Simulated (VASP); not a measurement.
# ZrH5 (P6/mmm) in VASP: notebook

ZrH5 is run at these levels: PBE; tasks: single point.

All numbers are computed with VASP 6.6.1; they aren't measurements. Logs are shortened: lines on timing, memory, paths and dates and some standing lists are left out, and cuts for length are marked.

### 1 The cell of the first run

It takes space group P6/mmm (No. 191, hexagonal). Conventional cell: a = 3.576 Å, b = 3.576 Å, c = 3.136 Å, α = 90.00°, β = 90.00°, γ = 120.00°. Within 2.7 Å of Zr (site symmetry 6/mmm) lie 18 H at 2.06 to 2.38 Å. Within 2.4 Å of H (site symmetry mmm) lie 8 H at 1.79 to 1.88 Å and 4 Zr at 2.38 Å. H (site symmetry -6m2) has 9 H at 1.88 to 2.06 Å and 3 Zr at 2.06 Å within 2.5 Å.

The cell was built from a structure type or drawn by symmetry, and may not be a known phase.

### 2 Single point, PBE

Input file INCAR:

```
SYSTEM = ZrH5
PREC = Accurate
ENCUT = 500
EDIFF = 1E-6
ISMEAR = 0
SIGMA = 0.2
LREAL = .FALSE.
LASPH = .TRUE.
NELM = 120
ALGO = Normal
ISIF = 2
LWAVE = .FALSE.
LCHARG = .TRUE.
GGA = PE
LELF = .TRUE.
LVHAR = .TRUE.
NBANDS = 18
GGA_COMPAT = .FALSE.
```

Input file KPOINTS:

```
Automatic mesh
0
G
  4 4 5
  0 0 0
```

Input file POSCAR:

```
ZrH5
1.0
    3.5759850829      0.0000000000      0.0000000000
   -1.7879925414      3.0968939253      0.0000000000
    0.0000000000      0.0000000000      3.1357041890
Zr H
1 5
Direct
    0.0000000000      0.0000000000      0.0000000000
    0.5000000000      0.0000000000      0.5000000000
    0.5000000000      0.5000000000      0.5000000000
    0.0000000000      0.5000000000      0.5000000000
    0.3333333333      0.6666666667      0.0000000000
    0.6666666667      0.3333333333      0.0000000000
```

Potentials or basis: VASP PAW PBE potentials, release 64 (Zr_sv, H).

Launch:

```
> cat potpaw_PBE.64/Zr_sv/POTCAR potpaw_PBE.64/H/POTCAR > POTCAR
> mpirun -np 1 vasp_std > vasp.out
```

OUTCAR:

```text
SYSTEM = ZrH5
   PREC = Accurate
   ENCUT = 500
   EDIFF = 1E-6
   ISMEAR = 0
   LREAL = .FALSE.
   LASPH = .TRUE.
   NELM = 120
   ISIF = 2
   GGA = PE

 ion  position               nearest neighbor table
   1  0.000  0.000  0.000-   5 2.06   6 2.06   5 2.06   6 2.06   6 2.06   5 2.06   4 2.38   4 2.38
                             4 2.38   4 2.38   3 2.38   3 2.38   3 2.38   3 2.38   2 2.38   2 2.38
   2  0.500  0.000  0.500-   1 2.38   1 2.38   1 2.38   1 2.38
   3  0.500  0.500  0.500-   1 2.38   1 2.38   1 2.38   1 2.38
   4  0.000  0.500  0.500-   1 2.38   1 2.38   1 2.38   1 2.38
   5  0.333  0.667  0.000-   1 2.06   1 2.06   1 2.06
   6  0.667  0.333  0.000-   1 2.06   1 2.06   1 2.06

  LATTYP: Found a hexagonal cell.
 ALAT       =     3.5759850829
 C/A-ratio  =     0.8768784311

  Lattice vectors:

 A1 = (   3.5759850829,   0.0000000000,   0.0000000000)
 A2 = (  -1.7879925414,   3.0968939253,   0.0000000000)
 A3 = (   0.0000000000,   0.0000000000,   3.1357041890)

Analysis of symmetry for initial positions (statically):
=====================================================================
 Subroutine PRICEL returns:
 Original cell was already a primitive cell.

 Routine SETGRP: Setting up the symmetry group for a
 hexagonal supercell.

 Subroutine GETGRP returns: Found 24 space group operations
 (whereof 24 operations were pure point group operations)
 out of a pool of 24 trial point group operations.

The static configuration has the point symmetry D_6h.

Analysis of symmetry for dynamics (positions and initial velocities):
=====================================================================
 Subroutine PRICEL returns:
 Original cell was already a primitive cell.

 Routine SETGRP: Setting up the symmetry group for a
 hexagonal supercell.

 Subroutine GETGRP returns: Found 24 space group operations
 (whereof 24 operations were pure point group operations)
 out of a pool of 24 trial point group operations.

The dynamic configuration has the point symmetry D_6h.

 Subroutine INISYM returns: Found 24 space group operations
 (whereof 24 operations are pure point group operations),
 and found     1 'primitive' translations

----------------------------------------------------------------------------------------

                                     Primitive cell

[... 87 lines left out ...]
   EDIFFG = 0.1E-04   stopping-criterion for IOM
   NSW    =      0    number of steps for IOM
   IBRION =     -1    ionic relax: 0-MD 1-quasi-New 2-CG
   NFREE  =      0    steps in history (QN), initial steepest desc. (CG)
   ISIF   =      2    stress and relaxation
   ISYM   =      2    0-nonsym 1-usesym 2-fastsym
   POTIM  = 0.5000    time-step for ionic-motion
   TEBEG  =    0.0;   TEEND  =   0.0 temperature during run
   PSTRESS=    0.0 pullay stress
   NELECT =      17.0000    total number of electrons
   NUPDOWN=      -1.0000    fix difference up-down
   EMIN   =  10.00;   EMAX   =-10.00  energy-range for DOS
   EFERMI =   0.00;   METHOD = LEGACY
   ISMEAR =     0;   SIGMA  =   0.20  broadening in eV -4-tet -1-fermi 0-gaus
   EFERMI_NEDOS =   21; number of points for ismear=-14 and -15
   IALGO  =     38    algorithm
   IMIX   =      4    mixing-type and parameters
     AMIX     =   0.40;   BMIX     =  1.00
     AMIX_MAG =   1.60;   BMIX_MAG =  1.00
  volume/ion in A,a.u.               =       5.79        39.06
  Fermi-wavevector in a.u.,A,eV,Ry     =   1.290245  2.438209 22.650047  1.664732
  Thomas-Fermi vector in A             =   2.422088
   LORBIT       =      0    0 simple, 1 ext, 2 COOP (PROOUT), +10 PAW based schemes
   GGA     = PE    functional components
   LHFCALC =     F    Hartree Fock is set to
   AEXX    =    0.0000 exact exchange contribution
   IVDW    =     0    specifies the selected vdW correction
   LEPSILON=     F    determine dielectric tensor
   LRPA    =     F    only Hartree local field effects (RPA)
 non-spin polarized calculation
 Gauss-broadening in eV      SIGMA  =   0.20
  energy-cutoff  :      500.00
  volume of cell :       34.73
 maximum number of plane-waves:       899
 NGX is ok and might be reduce to    28
   NGX = 13   NGY = 13   NGZ = 11

 number of electron      17.0000002 magnetization

 Free energy of the ion-electron system (eV)
  ---------------------------------------------------
  ext. energy  EPLUGINS =         0.00000000
  ---------------------------------------------------
  free energy    TOTEN  =       -23.98999744 eV

  energy without entropy =      -23.96751018  energy(sigma->0) =      -23.97875381

 E-fermi :   6.5766     XC(G=0): -11.4506

 val. band max:        6.4697499211   @ k =   0.2500   0.2500   0.4000
 cond. band min:       6.8155999962   @ k =   0.0000   0.0000   0.4000
 fundamental gap:      0.3458500751
 Fermi energy:         6.5765900257

 k-point     1 :       0.0000    0.0000    0.0000
  band No.  band energies     occupation
      1     -41.9161      2.00000
      2     -19.8461      2.00000
      3     -19.8461      2.00000
      4     -19.6056      2.00000
      5      -4.4833      2.00000
      6       3.2551      2.00000
[... 229 lines left out ...]
      5      -0.2819      2.00000
      6       1.5961      2.00000
[... 10 lines left out ...]
     17      19.9940      0.00000
     18      23.4976      0.00000

------------------------ aborting loop because EDIFF is reached ----------------------------------------

  FORCE on cell =-STRESS in cart. coord.  units (eV):
  Direction    XX          YY          ZZ          XY          YZ          ZX
  --------------------------------------------------------------------------------------
  -------------------------------------------------------------------------------------
  Total       -0.1122927     -0.1122927     -0.0750767     -0.0000000      0.0000000     -0.0000000
  in kB       -5.1808975     -5.1808975     -3.4638480     -0.0000000      0.0000000     -0.0000000
  external PRESSURE =      -4.6085477 kB  Pullay stress =       0.0000000 kB

 VOLUME and BASIS-vectors are now :
 -----------------------------------------------------------------------------
  energy-cutoff  :      500.00
  volume of cell :       34.73
      direct lattice vectors                 reciprocal lattice vectors
     3.575985083  0.000000000  0.000000000     0.279643225  0.161452091  0.000000000
    -1.787992541  3.096893925  0.000000000     0.000000000  0.322904182  0.000000000
     0.000000000  0.000000000  3.135704189     0.000000000  0.000000000  0.318907633

 POSITION                                       TOTAL-FORCE (eV/Angst)
 -----------------------------------------------------------------------------------
      0.00000      0.00000      0.00000        -0.000000      0.000000      0.000000
      1.78799      0.00000      1.56785        -0.000000      0.000000      0.000000
      0.89400      1.54845      1.56785        -0.000000      0.000000      0.000000
     -0.89400      1.54845      1.56785        -0.000000      0.000000      0.000000
     -0.00000      2.06460      0.00000         0.000000      0.000000      0.000000
      1.78799      1.03230      0.00000        -0.000000      0.000000      0.000000
 -----------------------------------------------------------------------------------
    total drift:                               -0.000000      0.000000     -0.000000

  FREE ENERGIE OF THE ION-ELECTRON SYSTEM (eV)
  ---------------------------------------------------
  free  energy   TOTEN  =       -23.9899974379 eV

  energy  without entropy=      -23.9675101770  energy(sigma->0) =      -23.97875381
```

stdout:

```text
POSCAR found type information on POSCAR ZrH
 POSCAR found :  2 types and       6 ions
 scaLAPACK will be used
 LDA part: xc-table for (Slater+PW92), standard interpolation
 POSCAR, INCAR and KPOINTS ok, starting setup
 FFT: planning ... GRIDC
 FFT: planning ... GRID_SOFT
 FFT: planning ... GRID
 WAVECAR not read
 entering main loop
```

It took 23 s on 1 thread of AMD EPYC, shared host; peak memory 0.12 GiB.

Results:

| Quantity | Value |
| --- | --- |
| Free energy | -23.9900 eV |
| Pressure | -0.5 GPa |
| Band gap on the k mesh | zero (an odd number of electrons rules out a gap without spin polarisation) |

Caveat: the k points lie up to 0.51 Å⁻¹ apart, too coarse for converged energies and pressures of a metal.

### 3 Single point, PBE

This run uses another cell than the first one, of 5.80 Å³/atom.

Input file INCAR:

```
  PREC = Accurate
  ENCUT = 500
  EDIFF = 1E-6
  ISMEAR = 0
  SIGMA = 0.2
  LREAL = False
  LASPH = True
  NELM = 120
  ALGO = Normal
  ISIF = 2
  LWAVE = False
  LCHARG = False
  GGA = PE
  NBANDS = 18
  GGA_COMPAT = False
```

Input file KPOINTS:

```
Automatic mesh
0
Gamma
  5 5 5
```

POSCAR, as its differences from that of step 2:

```diff
@@ -2,5 +2,5 @@
 1.0
-    3.5759850829      0.0000000000      0.0000000000
-   -1.7879925414      3.0968939253      0.0000000000
-    0.0000000000      0.0000000000      3.1357041890
+    3.5848461816      0.0000000000      0.0000000000
+   -1.7924230908      3.1045678619      0.0000000000
+    0.0000000000      0.0000000000      3.1284300958
 Zr H
```

Potentials or basis: VASP PAW PBE potentials, release 64 (Zr_sv, H).

Launch:

```
> cat potpaw_PBE.64/Zr_sv/POTCAR potpaw_PBE.64/H/POTCAR > POTCAR
> mpirun -np 1 vasp_std > vasp.out
```

OUTCAR:

```text
PREC = Accurate
   ENCUT = 500
   EDIFF = 1E-6
   ISMEAR = 0
   LREAL = False
   LASPH = True
   NELM = 120
   ISIF = 2
   GGA = PE

 ion  position               nearest neighbor table
   1  0.000  0.000  0.000-   5 2.07   6 2.07   5 2.07   6 2.07   6 2.07   5 2.07   3 2.38   4 2.38
                             4 2.38   3 2.38   4 2.38   4 2.38   3 2.38   3 2.38   2 2.38   2 2.38
   2  0.500  0.000  0.500-   1 2.38   1 2.38   1 2.38   1 2.38
   3  0.500  0.500  0.500-   1 2.38   1 2.38   1 2.38   1 2.38
   4  0.000  0.500  0.500-   1 2.38   1 2.38   1 2.38   1 2.38
   5  0.333  0.667  0.000-   1 2.07   1 2.07   1 2.07
   6  0.667  0.333  0.000-   1 2.07   1 2.07   1 2.07

  LATTYP: Found a hexagonal cell.
 ALAT       =     3.5848461816
 C/A-ratio  =     0.8726818216

  Lattice vectors:

 A1 = (   3.5848461816,   0.0000000000,   0.0000000000)
 A2 = (  -1.7924230908,   3.1045678619,   0.0000000000)
 A3 = (   0.0000000000,   0.0000000000,   3.1284300958)

Analysis of symmetry for initial positions (statically):
=====================================================================
 Subroutine PRICEL returns:
 Original cell was already a primitive cell.
[... 174 lines left out ...]
 Fermi energy:         6.5825342693

 k-point     1 :       0.0000    0.0000    0.0000
  band No.  band energies     occupation
      1     -41.9523      2.00000
      2     -19.8956      2.00000
      3     -19.8956      2.00000
      4     -19.6095      2.00000
      5      -4.5037      2.00000
      6       3.2866      2.00000
[... 292 lines left out ...]
      5       0.0006      2.00000
      6       1.0878      2.00000
[... 10 lines left out ...]
     17      20.8985      0.00000
     18      22.9355      0.00000

------------------------ aborting loop because EDIFF is reached ----------------------------------------

  FORCE on cell =-STRESS in cart. coord.  units (eV):
  Direction    XX          YY          ZZ          XY          YZ          ZX
  --------------------------------------------------------------------------------------
  -------------------------------------------------------------------------------------
  Total       -0.1893689     -0.1893689      0.0659955      0.0000000      0.0000000      0.0000000
  in kB       -8.7140700     -8.7140700      3.0368731      0.0000000      0.0000000      0.0000000
  external PRESSURE =      -4.7970890 kB  Pullay stress =       0.0000000 kB

 VOLUME and BASIS-vectors are now :
 -----------------------------------------------------------------------------
  energy-cutoff  :      500.00
  volume of cell :       34.82
      direct lattice vectors                 reciprocal lattice vectors
     3.584846182  0.000000000  0.000000000     0.278951997  0.161053010  0.000000000
    -1.792423091  3.104567862  0.000000000     0.000000000  0.322106021  0.000000000
     0.000000000  0.000000000  3.128430096     0.000000000  0.000000000  0.319649143

 POSITION                                       TOTAL-FORCE (eV/Angst)
 -----------------------------------------------------------------------------------
      0.00000      0.00000      0.00000         0.000000      0.000000      0.000000
      1.79242      0.00000      1.56422         0.000000      0.000000      0.000000
      0.89621      1.55228      1.56422         0.000000      0.000000      0.000000
     -0.89621      1.55228      1.56422         0.000000      0.000000      0.000000
     -0.00000      2.06971      0.00000         0.000000     -0.000000      0.000000
      1.79242      1.03486      0.00000        -0.000000      0.000000      0.000000
 -----------------------------------------------------------------------------------
    total drift:                               -0.000000      0.000000     -0.000000

  FREE ENERGIE OF THE ION-ELECTRON SYSTEM (eV)
  ---------------------------------------------------
  free  energy   TOTEN  =       -24.0061988213 eV

  energy  without entropy=      -23.9851092864  energy(sigma->0) =      -23.99565405
```

OSZICAR:

```text
N       E                     dE             d eps       ncg     rms          rms(c)
DAV:   1     0.929168098289E+02    0.92917E+02   -0.80814E+03   540   0.864E+02
DAV:   2    -0.222446268049E+02   -0.11516E+03   -0.10927E+03   694   0.242E+02
DAV:   3    -0.259947117495E+02   -0.37501E+01   -0.37103E+01   752   0.371E+01
DAV:   4    -0.260473339387E+02   -0.52622E-01   -0.52591E-01   676   0.418E+00
DAV:   5    -0.260480289932E+02   -0.69505E-03   -0.69504E-03   714   0.369E-01    0.180E+01
DAV:   6    -0.240784699988E+02    0.19696E+01   -0.24005E+00   592   0.114E+01    0.647E+00
DAV:   7    -0.240078833835E+02    0.70587E-01   -0.35201E-01   682   0.374E+00    0.202E+00
DAV:   8    -0.240101401641E+02   -0.22568E-02   -0.62867E-02   616   0.179E+00    0.611E-01
DAV:   9    -0.240061880702E+02    0.39521E-02   -0.86969E-03   626   0.680E-01    0.106E-01
DAV:  10    -0.240062184626E+02   -0.30392E-04   -0.41915E-04   632   0.173E-01    0.285E-02
DAV:  11    -0.240062027600E+02    0.15703E-04   -0.28589E-05   636   0.405E-02    0.136E-02
DAV:  12    -0.240061989741E+02    0.37859E-05   -0.95270E-06   622   0.230E-02    0.418E-03
DAV:  13    -0.240061988213E+02    0.15277E-06   -0.44162E-07   330   0.492E-03
   1 F= -.24006199E+02 E0= -.23995654E+02  d E =-.210895E-01
```

It took 20 s on 1 thread of AMD EPYC, shared host; peak memory 0.12 GiB.

Results:

```yaml
Free_energy: -24.0062 eV
Pressure: -0.5 GPa
Band_gap_on_the_k_mesh: zero (an odd number of electrons rules out a gap without spin polarisation)
```

Stress tensor (GPa, compression positive):
```
-0.87  0.00  0.00
 0.00 -0.87  0.00
 0.00  0.00  0.30
```

Levels at points of the mesh, in eV from the Fermi level:
```csv
k point,band 7,band 8,band 9,band 10,band 11,band 12
"(0.00, 0.00, 0.00)",-1.72,-1.72,-0.48,4.14,4.14,6.00
```

Caveat: the k points lie up to 0.40 Å⁻¹ apart, too coarse for converged energies and pressures of a metal.

(Continued in part 2 of 2.)
